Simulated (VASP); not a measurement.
# Tl (P6_3/mmc) in VASP: further runs

Runs on Tl. Level: PBE. Tasks: single point.

All numbers are computed with VASP 6.6.1; they aren't measurements. Logs are shortened: lines on timing, memory, paths and dates and some standing lists are left out, and cuts for length are marked.

**1. The cell of the first run**

Symmetry: P6_3/mmc, No. 194, hexagonal system. Conventional cell: a = 3.129 Å, b = 3.129 Å, c = 5.144 Å, α = 90.00°, β = 90.00°, γ = 120.00°. Tl (site symmetry -6m2) has 12 Tl at 3.13 to 3.14 Å within 4.1 Å.

**2. Single point, PBE**

INCAR reads:

```
SYSTEM = Tl
PREC = Accurate
ENCUT = 520
EDIFF = 1E-7
ISMEAR = -1
SIGMA = 0.05
LREAL = .False.
LASPH = .True.
NELM = 100
ALGO = Normal
ISIF = 2
LWAVE = .False.
LCHARG = .False.
GGA = PE
NBANDS = 20
```

KPOINTS reads:

```
regular mesh
0
Gamma
  14 14 8
  0 0 0
```

POSCAR reads:

```
Tl
1.0
    3.1294205509      0.0000000000      0.0000000000
   -1.5647102755      2.7101576962      0.0000000000
    0.0000000000      0.0000000000      5.1437479162
Tl
2
Direct
    0.3333333333      0.6666666667      0.2500000000
    0.6666666667      0.3333333333      0.7500000000
```

Potentials or basis: VASP PAW PBE potentials, release 64 (Tl_d).

Launch:

```sh
cat potpaw_PBE.64/Tl_d/POTCAR > POTCAR
mpirun -np 1 vasp_std > vasp.out
```

OUTCAR:

```text
SYSTEM = Tl
   PREC = Accurate
   ENCUT = 520
   EDIFF = 1E-7
   ISMEAR = -1
   LREAL = .False.
   LASPH = .True.
   NELM = 100
   ISIF = 2
   GGA = PE

 ion  position               nearest neighbor table
   1  0.333  0.667  0.250-   2 3.14   2 3.14   2 3.14   2 3.14   2 3.14   2 3.14
   2  0.667  0.333  0.750-   1 3.14   1 3.14   1 3.14   1 3.14   1 3.14   1 3.14

  LATTYP: Found a hexagonal cell.
 ALAT       =     3.1294205509
 C/A-ratio  =     1.6436742306

  Lattice vectors:

 A1 = (   3.1294205509,   0.0000000000,   0.0000000000)
 A2 = (  -1.5647102755,   2.7101576962,   0.0000000000)
 A3 = (   0.0000000000,   0.0000000000,   5.1437479162)

Analysis of symmetry for initial positions (statically):
=====================================================================
 Subroutine PRICEL returns:
 Original cell was already a primitive cell.

 Routine SETGRP: Setting up the symmetry group for a
 hexagonal supercell.

 Subroutine GETGRP returns: Found 24 space group operations
 (whereof 12 operations were pure point group operations)
 out of a pool of 24 trial point group operations.

The static configuration has the point symmetry D_3d.
 The point group associated with its full space group is D_6h.

Analysis of symmetry for dynamics (positions and initial velocities):
=====================================================================
 Subroutine PRICEL returns:
 Original cell was already a primitive cell.

 Routine SETGRP: Setting up the symmetry group for a
 hexagonal supercell.

 Subroutine GETGRP returns: Found 24 space group operations
 (whereof 12 operations were pure point group operations)
 out of a pool of 24 trial point group operations.

The dynamic configuration has the point symmetry D_3d.
 The point group associated with its full space group is D_6h.

 Subroutine INISYM returns: Found 24 space group operations
 (whereof 12 operations are pure point group operations),
 and found     1 'primitive' translations

----------------------------------------------------------------------------------------

                                     Primitive cell

  volume of cell :      43.6253

  direct lattice vectors                    reciprocal lattice vectors
     3.129420551  0.000000000  0.000000000     0.319547975  0.184491109  0.000000000
    -1.564710275  2.710157696  0.000000000     0.000000000  0.368982219  0.000000000
     0.000000000  0.000000000  5.143747916     0.000000000  0.000000000  0.194410771

  length of vectors
     3.129420551  3.129420551  5.143747916     0.368982219  0.368982219  0.194410771

  position of ions in fractional coordinates (direct lattice)
     0.333333333  0.666666667  0.250000000
     0.666666667  0.333333333  0.750000000

  ion indices of the primitive-cell ions
   primitive index   ion index
                 1           1
                 2           2

----------------------------------------------------------------------------------------

 KPOINTS: regular mesh

Automatic generation of k-mesh.
 Grid dimensions read from file:
 generate k-points for:   14   14    8

 Generating k-lattice:

  Cartesian coordinates                     Fractional coordinates (reciprocal lattice)
     0.022824855  0.013177936  0.000000000     0.071428571  0.000000000  0.000000000
     0.000000000  0.026355873  0.000000000     0.000000000  0.071428571  0.000000000
     0.000000000  0.000000000  0.024301346     0.000000000  0.000000000  0.125000000

  Length of vectors
     0.026355873  0.026355873  0.024301346

  Shift w.r.t. Gamma in fractional coordinates (k-lattice)
     0.000000000  0.000000000  0.000000000

 Subroutine IBZKPT returns following result:
 ===========================================

 Found    120 irreducible k-points:

 Following reciprocal coordinates:
            Coordinates               Weight
  0.000000  0.000000  0.000000      1.000000
  0.071429  0.000000  0.000000      6.000000
  0.142857  0.000000  0.000000      6.000000
  0.214286  0.000000  0.000000      6.000000
  0.285714  0.000000  0.000000      6.000000
  0.357143  0.000000  0.000000      6.000000
[... 16 lines left out ...]
  0.285714  0.285714  0.000000      6.000000
  0.357143  0.285714  0.000000      6.000000
 [... further k-points ...]
   k-points           NKPTS =    120   k-points in BZ     NKDIM =    120   number of bands    NBANDS=     20
   number of dos      NEDOS =    301   number of ions     NIONS =      2
   total plane-waves  NPLWV =  23040
   dimension x,y,z NGX =    24 NGY =   24 NGZ =   40
   dimension x,y,z NGXF=    48 NGYF=   48 NGZF=   80
   ions per type =               2
   NGX,Y,Z   is equivalent  to a cutoff of  12.75, 12.75, 12.93 a.u.
   NGXF,Y,Z  is equivalent  to a cutoff of  25.50, 25.50, 25.86 a.u.
 SYSTEM =  Tl
   PREC   = accura    normal or accurate (medium, high low for compatibility)
   ISTART =      0    job   : 0-new  1-cont  2-samecut
   ICHARG =      2    charge: 1-file 2-atom 10-const
   ISPIN  =      1    spin polarized calculation?
   LNONCOLLINEAR =      F non collinear calculations
   LSORBIT =      F    spin-orbit coupling
   LASPH  =      T    aspherical Exc in radial PAW
   ENCUT  =  520.0 eV  38.22 Ry    6.18 a.u.   5.82  5.82  9.56*2*pi/ulx,y,z
   NELM   =    100;   NELMIN=  2; NELMDL= -5     # of ELM steps
   EDIFF  = 0.1E-06   stopping-criterion for ELM
   LREAL  =      F    real-space projection
   EDIFFG = 0.1E-05   stopping-criterion for IOM
   NSW    =      0    number of steps for IOM
   IBRION =     -1    ionic relax: 0-MD 1-quasi-New 2-CG
   NFREE  =      0    steps in history (QN), initial steepest desc. (CG)
   ISIF   =      2    stress and relaxation
   ISYM   =      2    0-nonsym 1-usesym 2-fastsym
   POTIM  = 0.5000    time-step for ionic-motion
   TEBEG  =    0.0;   TEEND  =   0.0 temperature during run
   PSTRESS=    0.0 pullay stress
   NELECT =      26.0000    total number of electrons
   NUPDOWN=      -1.0000    fix difference up-down
   EMIN   =  10.00;   EMAX   =-10.00  energy-range for DOS
   EFERMI =   0.00;   METHOD = LEGACY
   ISMEAR =    -1;   SIGMA  =   0.05  broadening in eV -4-tet -1-fermi 0-gaus
   EFERMI_NEDOS =   21; number of points for ismear=-14 and -15
   IALGO  =     38    algorithm
   IMIX   =      4    mixing-type and parameters
     AMIX     =   0.40;   BMIX     =  1.00
     AMIX_MAG =   1.60;   BMIX_MAG =  1.00
  volume/ion in A,a.u.               =      21.81       147.20
  Fermi-wavevector in a.u.,A,eV,Ry     =   1.377695  2.603467 25.824467  1.898045
  Thomas-Fermi vector in A             =   2.502825
   LORBIT       =      0    0 simple, 1 ext, 2 COOP (PROOUT), +10 PAW based schemes
   GGA     = PE    functional components
   LHFCALC =     F    Hartree Fock is set to
   AEXX    =    0.0000 exact exchange contribution
   IVDW    =     0    specifies the selected vdW correction
   LEPSILON=     F    determine dielectric tensor
   LRPA    =     F    only Hartree local field effects (RPA)
 non-spin polarized calculation
  energy-cutoff  :      520.00
  volume of cell :       43.63
 maximum number of plane-waves:      1193
 NGX is ok and might be reduce to    24
   NGX = 11   NGY = 11   NGZ = 19

 number of electron      26.0000005 magnetization

 Free energy of the ion-electron system (eV)
  ---------------------------------------------------
  ext. energy  EPLUGINS =         0.00000000
  ---------------------------------------------------
  free energy    TOTEN  =        -3.39605261 eV

  energy without entropy =       -3.39102951  energy(sigma->0) =       -3.39354106

 E-fermi :  10.0623     XC(G=0): -11.6202

 val. band max:       10.0487378479   @ k =   0.4286   0.0000   0.2500
 cond. band min:      10.0830543906   @ k =   0.3571   0.0714   0.3750
 fundamental gap:      0.0343165427
 Fermi energy:        10.0623382812

 k-point     1 :       0.0000    0.0000    0.0000
  band No.  band energies     occupation
      1      -2.8686      2.00000
      2      -2.3302      2.00000
      3      -2.2868      2.00000
      4      -2.2135      2.00000
      5      -2.2135      2.00000
      6      -2.1112      2.00000
[... 12 lines left out ...]
     19      22.8809      0.00000
     20      22.8809      0.00000

 k-point     2 :       0.0714    0.0000    0.0000
  band No.  band energies     occupation
      1      -2.8232      2.00000
      2      -2.3239      2.00000
      3      -2.2232      2.00000
      4      -2.1719      2.00000
      5      -2.1701      2.00000
      6      -2.1005      2.00000
[... 12 lines left out ...]
     19      23.2337      0.00000
     20      23.4366      0.00000

 k-point     3 :       0.1429    0.0000    0.0000
  band No.  band energies     occupation
      1      -2.7255      2.00000
      2      -2.3744      2.00000
      3      -2.2148      2.00000
      4      -2.0931      2.00000
      5      -2.0463      2.00000
      6      -2.0262      2.00000
[... 12 lines left out ...]
     19      22.4083      0.00000
     20      23.3540      0.00000

 k-point     4 :       0.2143    0.0000    0.0000
  band No.  band energies     occupation
      1      -2.7042      2.00000
      2      -2.3970      2.00000
      3      -2.2202      2.00000
      4      -2.1785      2.00000
      5      -2.0509      2.00000
      6      -1.9716      2.00000
[... 12 lines left out ...]
     19      22.3707      0.00000
     20      22.9398      0.00000

 k-point     5 :       0.2857    0.0000    0.0000
  band No.  band energies     occupation
      1      -2.7849      2.00000
      2      -2.4752      2.00000
      3      -2.3625      2.00000
      4      -2.1239      2.00000
      5      -2.1046      2.00000
      6      -1.8025      2.00000
[... 12 lines left out ...]
     19      21.5535      0.00000
     20      21.7924      0.00000
[... 353 lines left out ...]
      6      -1.9144      2.00000
[... 12 lines left out ...]
     19      18.1601      0.00000
     20      24.9439      0.00000

 k-point    22 :       0.3571    0.2143    0.0000
  band No.  band energies     occupation
      1      -2.6937      2.00000
      2      -2.5931      2.00000
      3      -2.3596      2.00000
      4      -2.2142      2.00000
      5      -2.0159      2.00000
      6      -1.8642      2.00000
[... 12 lines left out ...]
     19      17.9178      0.00000
     20      24.8414      0.00000

 k-point    23 :       0.2857    0.2857    0.0000
  band No.  band energies     occupation
      1      -2.6942      2.00000
      2      -2.4015      2.00000
      3      -2.3858      2.00000
      4      -2.2019      2.00000
      5      -2.0315      2.00000
      6      -1.9299      2.00000
[... 12 lines left out ...]
     19      17.3913      0.00000
     20      26.8961      0.00000

 k-point    24 :       0.3571    0.2857    0.0000
  band No.  band energies     occupation
      1      -2.7148      2.00000
      2      -2.3909      2.00000
      3      -2.2960      2.00000
      4      -2.1665      2.00000
      5      -2.0838      2.00000
      6      -2.0086      2.00000
[... 12 lines left out ...]
     19      17.1584      0.00000
     20      26.8987      0.00000

 [... further k-points ...]

------------------------ aborting loop because EDIFF is reached ----------------------------------------

  FORCE on cell =-STRESS in cart. coord.  units (eV):
  Direction    XX          YY          ZZ          XY          YZ          ZX
  --------------------------------------------------------------------------------------
  -------------------------------------------------------------------------------------
  Total        7.0541123      7.0541123      7.0521235     -0.0000000     -0.0000000      0.0000000
  in kB      259.0686013    259.0686013    258.9955636     -0.0000000     -0.0000000      0.0000000
  external PRESSURE =     259.0442554 kB  Pullay stress =       0.0000000 kB

 VOLUME and BASIS-vectors are now :
 -----------------------------------------------------------------------------
  energy-cutoff  :      520.00
  volume of cell :       43.63
      direct lattice vectors                 reciprocal lattice vectors
     3.129420551  0.000000000  0.000000000     0.319547975  0.184491109  0.000000000
    -1.564710275  2.710157696  0.000000000     0.000000000  0.368982219  0.000000000
     0.000000000  0.000000000  5.143747916     0.000000000  0.000000000  0.194410771

 POSITION                                       TOTAL-FORCE (eV/Angst)
 -----------------------------------------------------------------------------------
     -0.00000      1.80677      1.28594         0.000000     -0.000000      0.000000
      1.56471      0.90339      3.85781         0.000000      0.000000      0.000000
 -----------------------------------------------------------------------------------
    total drift:                               -0.000000      0.000000      0.000000

  FREE ENERGIE OF THE ION-ELECTRON SYSTEM (eV)
  ---------------------------------------------------
  free  energy   TOTEN  =        -3.3960526149 eV

  energy  without entropy=       -3.3910295085  energy(sigma->0) =       -3.39354106
```

Wall time 26 s (1 thread of Intel Xeon 6975P-C (Granite Rapids), shared host); peak memory 0.21 GiB.

What came out:

* Free energy: -3.3961 eV
* Pressure: 25.9 GPa
* Band gap on the k mesh: zero (bands 13 and 14 overlap by 7.54 eV)

Levels at points of the mesh, in eV from the Fermi level:
```csv
k point,band 11,band 12,band 13,band 14,band 15,band 16
"(0.00, 0.00, 0.00)",-11.40,-5.39,-4.41,10.20,10.20,10.69
"(0.50, 0.00, 0.00)",-6.04,-5.41,-0.40,0.09,1.20,4.32
"(0.00, 0.00, 0.50)",-10.47,-10.47,3.71,3.71,10.87,10.87
"(0.50, 0.00, 0.50)",-4.64,-4.64,-3.37,-3.37,6.67,6.67
```

Caveat: the cell stands under pressure; spin-orbit coupling is left out, which moves the levels of the heavy elements.

**3. Single point, PBE**

INCAR reads:

```
PREC = Accurate
ENCUT = 520
EDIFF = 1E-6
ISMEAR = -1
SIGMA = 0.05
LREAL = F
LASPH = T
NELM = 100
ALGO = Normal
ISIF = 2
LWAVE = F
LCHARG = T
GGA = PE
LELF = T
LVHAR = T
NBANDS = 20
```

KPOINTS reads:

```
regular mesh
0
Gamma
  14 14 8
```

POSCAR is that of step 2.

Potentials or basis: VASP PAW PBE potentials, release 64 (Tl_d).

Launch:

```sh
cat potpaw_PBE.64/Tl_d/POTCAR > POTCAR
mpirun -np 1 vasp_std > vasp.out
```

OUTCAR:

```text
PREC = Accurate
   ENCUT = 520
   EDIFF = 1E-6
   ISMEAR = -1
   LREAL = F
   LASPH = T
   NELM = 100
   ISIF = 2
   GGA = PE

 ion  position               nearest neighbor table
   1  0.333  0.667  0.250-   2 3.14   2 3.14   2 3.14   2 3.14   2 3.14   2 3.14
   2  0.667  0.333  0.750-   1 3.14   1 3.14   1 3.14   1 3.14   1 3.14   1 3.14

  LATTYP: Found a hexagonal cell.
 ALAT       =     3.1294205509
 C/A-ratio  =     1.6436742306

  Lattice vectors:

 A1 = (   3.1294205509,   0.0000000000,   0.0000000000)
 A2 = (  -1.5647102755,   2.7101576962,   0.0000000000)
 A3 = (   0.0000000000,   0.0000000000,   5.1437479162)

Analysis of symmetry for initial positions (statically):
=====================================================================
 Subroutine PRICEL returns:
 Original cell was already a primitive cell.

 Routine SETGRP: Setting up the symmetry group for a
 hexagonal supercell.

 Subroutine GETGRP returns: Found 24 space group operations
 (whereof 12 operations were pure point group operations)
 out of a pool of 24 trial point group operations.

[... 160 lines left out ...]
  free energy    TOTEN  =        -3.39605263 eV

  energy without entropy =       -3.39102955  energy(sigma->0) =       -3.39354109

 E-fermi :  10.0624     XC(G=0): -11.6202

 val. band max:       10.0487701691   @ k =   0.4286   0.0000   0.2500
 cond. band min:      10.0830884156   @ k =   0.3571   0.0714   0.3750
 fundamental gap:      0.0343182465
 Fermi energy:        10.0623692815

 k-point     1 :       0.0000    0.0000    0.0000
  band No.  band energies     occupation
      1      -2.8685      2.00000
      2      -2.3302      2.00000
      3      -2.2867      2.00000
      4      -2.2133      2.00000
      5      -2.2133      2.00000
      6      -2.1110      2.00000
[... 541 lines left out ...]
     19      17.1584      0.00000
     20      26.8988      0.00000

 [... further k-points ...]

------------------------ aborting loop because EDIFF is reached ----------------------------------------

  FORCE on cell =-STRESS in cart. coord.  units (eV):
  Direction    XX          YY          ZZ          XY          YZ          ZX
  --------------------------------------------------------------------------------------
  -------------------------------------------------------------------------------------
  Total        7.0496488      7.0496488      7.0473080     -0.0000000      0.0000000      0.0000000
  in kB      258.9046758    258.9046758    258.8187104     -0.0000000      0.0000000      0.0000000
  external PRESSURE =     258.8760207 kB  Pullay stress =       0.0000000 kB

 VOLUME and BASIS-vectors are now :
 -----------------------------------------------------------------------------
  energy-cutoff  :      520.00
  volume of cell :       43.63
      direct lattice vectors                 reciprocal lattice vectors
     3.129420551  0.000000000  0.000000000     0.319547975  0.184491109  0.000000000
    -1.564710275  2.710157696  0.000000000     0.000000000  0.368982219  0.000000000
     0.000000000  0.000000000  5.143747916     0.000000000  0.000000000  0.194410771

 POSITION                                       TOTAL-FORCE (eV/Angst)
 -----------------------------------------------------------------------------------
     -0.00000      1.80677      1.28594         0.000000     -0.000000      0.000000
      1.56471      0.90339      3.85781        -0.000000      0.000000      0.000000
 -----------------------------------------------------------------------------------
    total drift:                               -0.000000      0.000000      0.000000

  FREE ENERGIE OF THE ION-ELECTRON SYSTEM (eV)
  ---------------------------------------------------
  free  energy   TOTEN  =        -3.3960526333 eV

  energy  without entropy=       -3.3910295495  energy(sigma->0) =       -3.39354109
```

OSZICAR:

```text
N       E                     dE             d eps       ncg     rms          rms(c)
DAV:   1     0.140625097163E+03    0.14063E+03   -0.14718E+04  4816   0.128E+03
DAV:   2    -0.750869749079E+00   -0.14138E+03   -0.13855E+03  5228   0.297E+02
DAV:   3    -0.349036499121E+01   -0.27395E+01   -0.27314E+01  5568   0.370E+01
DAV:   4    -0.350383063009E+01   -0.13466E-01   -0.13465E-01  5140   0.291E+00
DAV:   5    -0.350397205522E+01   -0.14143E-03   -0.14143E-03  5468   0.302E-01    0.785E+00
DAV:   6    -0.341748231357E+01    0.86490E-01   -0.11504E-01  5044   0.312E+00    0.508E+00
DAV:   7    -0.339868288947E+01    0.18799E-01   -0.76929E-02  5124   0.255E+00    0.701E-01
DAV:   8    -0.339603630536E+01    0.26466E-02   -0.13395E-02  5044   0.945E-01    0.653E-02
DAV:   9    -0.339604790596E+01   -0.11601E-04   -0.10182E-04  5456   0.825E-02    0.176E-02
DAV:  10    -0.339605226379E+01   -0.43578E-05   -0.99984E-06  5336   0.310E-02    0.473E-03
DAV:  11    -0.339605263326E+01   -0.36947E-06   -0.25125E-06  4060   0.125E-02
   1 F= -.33960526E+01 E0= -.33935411E+01  d E =-.502308E-02
```

stdout:

```text
POSCAR found type information on POSCAR Tl
 POSCAR found :  1 types and       2 ions
 scaLAPACK will be used
 LDA part: xc-table for (Slater+PW92), standard interpolation
 POSCAR, INCAR and KPOINTS ok, starting setup
 FFT: planning ... GRIDC
 FFT: planning ... GRID_SOFT
 FFT: planning ... GRID
 WAVECAR not read
 entering main loop
```

Run time: 24 s. Hardware: 1 thread of Intel Xeon 6975P-C (Granite Rapids), shared host; peak memory 0.21 GiB.

Results:

| Property | Result |
| --- | --- |
| Free energy | -3.3961 eV |
| Pressure | 25.9 GPa |
| Band gap on the k mesh | zero (bands 13 and 14 overlap by 7.54 eV) |

Caveat: the cell stands under pressure; spin-orbit coupling is left out, which moves the levels of the heavy elements.
